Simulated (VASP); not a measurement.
# B3F2 (P4mm) in VASP: a series of runs

The runs below take B3F2 through single point, with PBE.

Everything below comes from runs of VASP 6.6.1. Logs are shortened: lines on timing, memory, paths and dates and some standing lists are left out, and cuts for length are marked.

### 1 The cell of the first run

It takes space group P4mm (No. 99, tetragonal). The conventional cell has a = 3.328 Å, b = 3.328 Å, c = 4.684 Å, α = 90.00°, β = 90.00°, γ = 90.00°. B (site symmetry 2mm) has 1 F at 1.36 Å and 2 B at 1.76 Å within 1.8 Å. B (site symmetry 4mm) has 4 B at 1.76 Å within 2.3 Å. Within 1.8 Å of F (site symmetry 2mm) lie 1 B at 1.36 Å.

The cell was generated, and may not be a known phase.

### 2 Single point, PBE

The input, INCAR:

```
PREC = Accurate ; ENCUT = 520
EDIFF = 1E-6 ; ISMEAR = 0
SIGMA = 0.1 ; LREAL = F
LASPH = T ; NELM = 60
ALGO = Fast ; ISIF = 2
LWAVE = F ; LCHARG = T
GGA = PE ; LELF = T
LVHAR = T ; NBANDS = 20
```

The input, KPOINTS:

```
Automatic mesh
0
Gamma
  12 12 8
```

The input, POSCAR:

```
B3F2
1.0
    3.3280659668      0.0000000000      0.0000000000
    0.0000000000      3.3280659668      0.0000000000
    0.0000000000      0.0000000000      4.6840828293
B F
3 2
Direct
    0.5000000000      0.0000000000      0.8089515585
    0.0000000000      0.5000000000      0.8089515585
    0.0000000000      0.0000000000      0.6886235685
    0.5000000000      0.0000000000      0.0984831722
    0.0000000000      0.5000000000      0.0984831722
```

Potentials or basis: VASP PAW PBE potentials, release 64 (B, F).

Run with:

```
$ cat potpaw_PBE.64/B/POTCAR potpaw_PBE.64/F/POTCAR > POTCAR
$ mpirun -np 1 vasp_std > vasp.out
```

OUTCAR:

```text
PREC = Accurate
   ENCUT = 520
   EDIFF = 1E-6
   ISMEAR = 0
   LREAL = F
   LASPH = T
   NELM = 60
   ISIF = 2
   GGA = PE

 ion  position               nearest neighbor table
   1  0.500  0.000  0.809-   4 1.36   3 1.76   3 1.76
   2  0.000  0.500  0.809-   5 1.36   3 1.76   3 1.76
   3  0.000  0.000  0.689-   1 1.76   2 1.76   2 1.76   1 1.76
   4  0.500  0.000  0.098-   1 1.36
   5  0.000  0.500  0.098-   2 1.36

  LATTYP: Found a simple tetragonal cell.
 ALAT       =     3.3280659668
 C/A-ratio  =     1.4074489136

  Lattice vectors:

 A1 = (   3.3280659668,   0.0000000000,   0.0000000000)
 A2 = (   0.0000000000,   3.3280659668,   0.0000000000)
 A3 = (   0.0000000000,   0.0000000000,   4.6840828293)

Analysis of symmetry for initial positions (statically):
=====================================================================
 Subroutine PRICEL returns:
 Original cell was already a primitive cell.

 Routine SETGRP: Setting up the symmetry group for a
 simple tetragonal supercell.

 Subroutine GETGRP returns: Found  8 space group operations
 (whereof  8 operations were pure point group operations)
 out of a pool of 16 trial point group operations.

The static configuration has the point symmetry C_4v.

Analysis of symmetry for dynamics (positions and initial velocities):
=====================================================================
 Subroutine PRICEL returns:
 Original cell was already a primitive cell.

 Routine SETGRP: Setting up the symmetry group for a
 simple tetragonal supercell.

 Subroutine GETGRP returns: Found  8 space group operations
 (whereof  8 operations were pure point group operations)
 out of a pool of 16 trial point group operations.

The dynamic configuration has the point symmetry C_4v.

 Subroutine INISYM returns: Found  8 space group operations
 (whereof  8 operations are pure point group operations),
 and found     1 'primitive' translations

----------------------------------------------------------------------------------------

                                     Primitive cell

  volume of cell :      51.8810

  direct lattice vectors                    reciprocal lattice vectors
     3.328065967  0.000000000  0.000000000     0.300474813  0.000000000  0.000000000
     0.000000000  3.328065967  0.000000000     0.000000000  0.300474813  0.000000000
     0.000000000  0.000000000  4.684082829     0.000000000  0.000000000  0.213488966

  length of vectors
     3.328065967  3.328065967  4.684082829     0.300474813  0.300474813  0.213488966

  position of ions in fractional coordinates (direct lattice)
     0.500000000  0.000000000  0.808951558
     0.000000000  0.500000000  0.808951558
     0.000000000  0.000000000  0.688623568
     0.500000000  0.000000000  0.098483172
     0.000000000  0.500000000  0.098483172

  ion indices of the primitive-cell ions
   primitive index   ion index
                 1           1
                 2           2
                 3           3
                 4           4
                 5           5

----------------------------------------------------------------------------------------

 KPOINTS: Automatic mesh

Automatic generation of k-mesh.
 Grid dimensions read from file:
 generate k-points for:   12   12    8

 Generating k-lattice:

  Cartesian coordinates                     Fractional coordinates (reciprocal lattice)
     0.025039568  0.000000000  0.000000000     0.083333333  0.000000000  0.000000000
     0.000000000  0.025039568  0.000000000     0.000000000  0.083333333  0.000000000
     0.000000000  0.000000000  0.026686121     0.000000000  0.000000000  0.125000000

  Length of vectors
     0.025039568  0.025039568  0.026686121

  Shift w.r.t. Gamma in fractional coordinates (k-lattice)
     0.000000000  0.000000000  0.000000000

 Subroutine IBZKPT returns following result:
 ===========================================

 Found    140 irreducible k-points:

 Following reciprocal coordinates:
            Coordinates               Weight
  0.000000  0.000000  0.000000      1.000000
  0.083333  0.000000  0.000000      4.000000
  0.166667  0.000000  0.000000      4.000000
  0.250000  0.000000  0.000000      4.000000
  0.333333  0.000000  0.000000      4.000000
  0.416667  0.000000  0.000000      4.000000
[... 16 lines left out ...]
  0.333333  0.333333  0.000000      4.000000
  0.416667  0.333333  0.000000      8.000000
 [... further k-points ...]
   k-points           NKPTS =    140   k-points in BZ     NKDIM =    140   number of bands    NBANDS=     20
   number of dos      NEDOS =    301   number of ions     NIONS =      5
   total plane-waves  NPLWV =  28224
   dimension x,y,z NGX =    28 NGY =   28 NGZ =   36
   dimension x,y,z NGXF=    56 NGYF=   56 NGZF=   72
   ions per type =               3   2
   NGX,Y,Z   is equivalent  to a cutoff of  13.99, 13.99, 12.78 a.u.
   NGXF,Y,Z  is equivalent  to a cutoff of  27.97, 27.97, 25.55 a.u.
 SYSTEM =  unknown system
   PREC   = accura    normal or accurate (medium, high low for compatibility)
   ISTART =      0    job   : 0-new  1-cont  2-samecut
   ICHARG =      2    charge: 1-file 2-atom 10-const
   ISPIN  =      1    spin polarized calculation?
   LNONCOLLINEAR =      F non collinear calculations
   LSORBIT =      F    spin-orbit coupling
   LASPH  =      T    aspherical Exc in radial PAW
   ENCUT  =  520.0 eV  38.22 Ry    6.18 a.u.   6.19  6.19  8.71*2*pi/ulx,y,z
   NELM   =     60;   NELMIN=  2; NELMDL= -5     # of ELM steps
   EDIFF  = 0.1E-05   stopping-criterion for ELM
   LREAL  =      F    real-space projection
   EDIFFG = 0.1E-04   stopping-criterion for IOM
   NSW    =      0    number of steps for IOM
   IBRION =     -1    ionic relax: 0-MD 1-quasi-New 2-CG
   NFREE  =      0    steps in history (QN), initial steepest desc. (CG)
   ISIF   =      2    stress and relaxation
   ISYM   =      2    0-nonsym 1-usesym 2-fastsym
   POTIM  = 0.5000    time-step for ionic-motion
   TEBEG  =    0.0;   TEEND  =   0.0 temperature during run
   PSTRESS=    0.0 pullay stress
   NELECT =      23.0000    total number of electrons
   NUPDOWN=      -1.0000    fix difference up-down
   EMIN   =  10.00;   EMAX   =-10.00  energy-range for DOS
   EFERMI =   0.00;   METHOD = LEGACY
   ISMEAR =     0;   SIGMA  =   0.10  broadening in eV -4-tet -1-fermi 0-gaus
   EFERMI_NEDOS =   21; number of points for ismear=-14 and -15
   IALGO  =     68    algorithm
   IMIX   =      4    mixing-type and parameters
     AMIX     =   0.40;   BMIX     =  1.00
     AMIX_MAG =   1.60;   BMIX_MAG =  1.00
  volume/ion in A,a.u.               =      10.38        70.02
  Fermi-wavevector in a.u.,A,eV,Ry     =   1.248288  2.358921 21.200895  1.558222
  Thomas-Fermi vector in A             =   2.382381
   LORBIT       =      0    0 simple, 1 ext, 2 COOP (PROOUT), +10 PAW based schemes
   GGA     = PE    functional components
   LHFCALC =     F    Hartree Fock is set to
   AEXX    =    0.0000 exact exchange contribution
   IVDW    =     0    specifies the selected vdW correction
   LEPSILON=     F    determine dielectric tensor
   LRPA    =     F    only Hartree local field effects (RPA)
 non-spin polarized calculation
 RMM-DIIS sequential band-by-band and
 Gauss-broadening in eV      SIGMA  =   0.10
  energy-cutoff  :      520.00
  volume of cell :       51.88
 maximum number of plane-waves:      1417
 NGX is ok and might be reduce to    28
   NGX = 13   NGY = 13   NGZ = 17

 number of electron      23.0000016 magnetization

 Free energy of the ion-electron system (eV)
  ---------------------------------------------------
  ext. energy  EPLUGINS =         0.00000000
  ---------------------------------------------------
  free energy    TOTEN  =       -26.90323097 eV

  energy without entropy =      -26.89575846  energy(sigma->0) =      -26.89949471

 E-fermi :   2.7062     XC(G=0):  -9.6086

 val. band max:        2.6814416973   @ k =   0.3333   0.2500   0.0000
 cond. band min:       2.7088574360   @ k =   0.1667   0.1667   0.2500
 fundamental gap:      0.0274157387
 Fermi energy:         2.7062476713

 k-point     1 :       0.0000    0.0000    0.0000
  band No.  band energies     occupation
      1     -23.9392      2.00000
      2     -22.4142      2.00000
      3      -9.5379      2.00000
      4      -6.0856      2.00000
      5      -5.2921      2.00000
      6      -5.2921      2.00000
[... 12 lines left out ...]
     19      13.8666      0.00000
     20      13.8666      0.00000

 k-point     2 :       0.0833    0.0000    0.0000
  band No.  band energies     occupation
      1     -23.9136      2.00000
      2     -22.4398      2.00000
      3      -9.4890      2.00000
      4      -6.0626      2.00000
      5      -5.4022      2.00000
      6      -5.2418      2.00000
[... 12 lines left out ...]
     19      13.8895      0.00000
     20      14.5837      0.00000

 k-point     3 :       0.1667    0.0000    0.0000
  band No.  band energies     occupation
      1     -23.8382      2.00000
      2     -22.5153      2.00000
      3      -9.3451      2.00000
      4      -6.0198      2.00000
      5      -5.5994      2.00000
      6      -5.1078      2.00000
[... 12 lines left out ...]
     19      14.0004      0.00000
     20      15.3924      0.00000

 k-point     4 :       0.2500    0.0000    0.0000
  band No.  band energies     occupation
      1     -23.7180      2.00000
      2     -22.6364      2.00000
      3      -9.1156      2.00000
      4      -6.1280      2.00000
      5      -5.7042      2.00000
      6      -5.0643      2.00000
[... 429 lines left out ...]
 k-point    23 :       0.3333    0.3333    0.0000
  band No.  band energies     occupation
      1     -23.3327      2.00000
      2     -22.9452      2.00000
      3      -8.3743      2.00000
      4      -6.5441      2.00000
      5      -6.1286      2.00000
      6      -5.5633      2.00000
[... 12 lines left out ...]
     19      13.4519      0.00000
     20      15.5802      0.00000

 k-point    24 :       0.4167    0.3333    0.0000
  band No.  band energies     occupation
      1     -23.2300      2.00000
      2     -23.0289      2.00000
      3      -8.2392      2.00000
      4      -6.6002      2.00000
      5      -6.1978      2.00000
      6      -5.7018      2.00000
[... 12 lines left out ...]
     19      13.6149      0.00000
     20      15.1720      0.00000

 [... further k-points ...]

------------------------ aborting loop because EDIFF is reached ----------------------------------------

  FORCE on cell =-STRESS in cart. coord.  units (eV):
  Direction    XX          YY          ZZ          XY          YZ          ZX
  --------------------------------------------------------------------------------------
  -------------------------------------------------------------------------------------
  Total       -0.0891926     -0.0891926      0.5908196      0.0000000     -0.0000000      0.0000000
  in kB       -2.7544237     -2.7544237     18.2455555      0.0000000     -0.0000000      0.0000000
  external PRESSURE =       4.2455694 kB  Pullay stress =       0.0000000 kB

 VOLUME and BASIS-vectors are now :
 -----------------------------------------------------------------------------
  energy-cutoff  :      520.00
  volume of cell :       51.88
      direct lattice vectors                 reciprocal lattice vectors
     3.328065967  0.000000000  0.000000000     0.300474813  0.000000000  0.000000000
     0.000000000  3.328065967  0.000000000     0.000000000  0.300474813  0.000000000
     0.000000000  0.000000000  4.684082829     0.000000000  0.000000000  0.213488966

 POSITION                                       TOTAL-FORCE (eV/Angst)
 -----------------------------------------------------------------------------------
      1.66403      0.00000      3.78920         0.000000      0.000000     -0.270281
      0.00000      1.66403      3.78920        -0.000000      0.000000     -0.270281
      0.00000      0.00000      3.22557        -0.000000      0.000000     -0.006783
      1.66403      0.00000      0.46130        -0.000000      0.000000      0.273673
      0.00000      1.66403      0.46130        -0.000000     -0.000000      0.273673
 -----------------------------------------------------------------------------------
    total drift:                                0.000000      0.000000     -0.002412

  FREE ENERGIE OF THE ION-ELECTRON SYSTEM (eV)
  ---------------------------------------------------
  free  energy   TOTEN  =       -26.9032309688 eV

  energy  without entropy=      -26.8957584580  energy(sigma->0) =      -26.89949471
```

It took 1.8 min on 1 thread of Oxide Virtual Turin-like, shared host; peak memory 0.21 GiB.

Results:

| Property | Result |
| --- | --- |
| Free energy | -26.9032 eV |
| Pressure | 0.4 GPa |
| Largest force | 0.274 eV/Å |
| Band gap on the k mesh | zero (an odd number of electrons rules out a gap without spin polarisation) |

Forces in eV/Å, atoms in the order of the input:
```
B    0.000  0.000 -0.270
B    0.000  0.000 -0.270
B    0.000  0.000 -0.007
F    0.000  0.000  0.274
F    0.000  0.000  0.274
```

Caveat: an odd number of electrons without spin polarisation forces a metal; a magnetic or distorted state may lie lower.

### 3 Single point, PBE, collinear spin

This run uses another cell than the first one, of 9.11 Å³/atom.

The input, INCAR:

```
SYSTEM = B3F2
ALGO = Fast
EDIFF = 1E-6
ENCUT = 520
GGA = PE
ISIF = 2
ISMEAR = 0
ISPIN = 2
LASPH = .True.
LCHARG = .True.
LELF = .True.
LORBIT = 11
LREAL = .False.
LVHAR = .True.
LWAVE = .False.
MAGMOM = 0 0 0 1 1
NBANDS = 24
NELM = 150
PREC = Accurate
SIGMA = 0.1
```

The input, KPOINTS:

```
k-points
0
Gamma
  6 6 4
  0 0 0
```

The input, POSCAR:

```
B3F2
1.0
    2.9026630400      0.0000000000      0.0000000000
    0.0000000000      2.9026630400      0.0000000000
    0.0000000000      0.0000000000      5.4075999200
B F
3 2
Direct
    0.5000000000      0.0000000000      0.7653443200
    0.0000000000      0.5000000000      0.7653443200
    0.0000000000      0.0000000000      0.6372717900
    0.5000000000      0.0000000000      0.1677663000
    0.0000000000      0.5000000000      0.1677663000
```

Potentials or basis: VASP PAW PBE potentials, release 64 (B, F).

Run with:

```
$ cat potpaw_PBE.64/B/POTCAR potpaw_PBE.64/F/POTCAR > POTCAR
$ mpirun -np 1 vasp_std > vasp.out
```

It took 53 s on 1 thread of Oxide Virtual Turin-like, shared host; peak memory 0.16 GiB.

The run converged. Its results:

* Free energy: -21.6305 eV
* Pressure: 4.8 GPa
* Largest force: 1.059 eV/Å
* Net moment: 1.16 μB per cell
* Site moments: B -0.01, +0.01 (each value once); F +0.56 μB
* Valence electrons inside the program's atomic spheres: B 1.81, 2.16 (each value once); F 5.90

Forces on the atoms (eV/Å):
```
B    0.000  0.000  0.960
B    0.000  0.000  0.960
B    0.000  0.000  0.198
F    0.000  0.000 -1.059
F    0.000  0.000 -1.059
```

Stress tensor (GPa, compression positive):
```
 16.05   0.00   0.00
  0.00  16.05   0.00
  0.00   0.00 -17.58
```

Levels at points of the mesh, in eV from the Fermi level:
Spin up:
| k point | band 9 | band 10 | band 11 | band 12 | band 13 | band 14 | band 15 | band 16 |
| --- | --- | --- | --- | --- | --- | --- | --- | --- |
| (0.00, 0.00, 0.00) | -2.28 | -1.61 | -0.66 | -0.66 | 3.63 | 4.10 | 6.91 | 8.00 |
| (0.50, 0.00, 0.00) | -3.09 | -2.96 | -2.18 | -0.30 | 0.92 | 3.39 | 5.62 | 7.19 |
| (0.50, 0.50, 0.00) | -3.76 | -3.76 | -0.12 | -0.06 | 1.63 | 2.95 | 2.95 | 9.44 |
| (0.00, 0.00, 0.50) | -3.70 | -2.29 | -0.66 | -0.66 | 4.19 | 4.89 | 7.29 | 7.84 |
| (0.50, 0.00, 0.50) | -3.04 | -2.95 | -2.25 | -1.25 | 0.23 | 3.38 | 6.19 | 7.18 |
| (0.50, 0.50, 0.50) | -3.33 | -3.33 | -0.12 | -0.06 | 1.91 | 2.38 | 2.38 | 10.24 |
Spin down:
```tsv
k point	band 8	band 9	band 10	band 11	band 12	band 13
(0.00, 0.00, 0.00)	-3.46	-1.76	-1.30	0.82	0.82	3.68
(0.50, 0.00, 0.00)	-2.16	-2.13	-1.67	-1.53	-0.07	1.09
(0.50, 0.50, 0.00)	-4.53	-3.35	-3.35	1.44	1.44	1.73
(0.00, 0.00, 0.50)	-3.59	-3.49	-1.76	0.82	0.82	4.19
(0.50, 0.00, 0.50)	-2.32	-2.24	-1.66	-1.62	-0.92	0.38
(0.50, 0.50, 0.50)	-4.72	-2.90	-2.90	1.44	1.44	2.05
```

Caveat: the k points lie up to 0.36 Å⁻¹ apart; a moment this small can come from the mesh or the smearing; forces of over 1 eV/Å act on the atoms, so gaps and moduli don't describe the material at rest.

The gap in the log of VASP goes by the Fermi energy; the results here count the filled bands.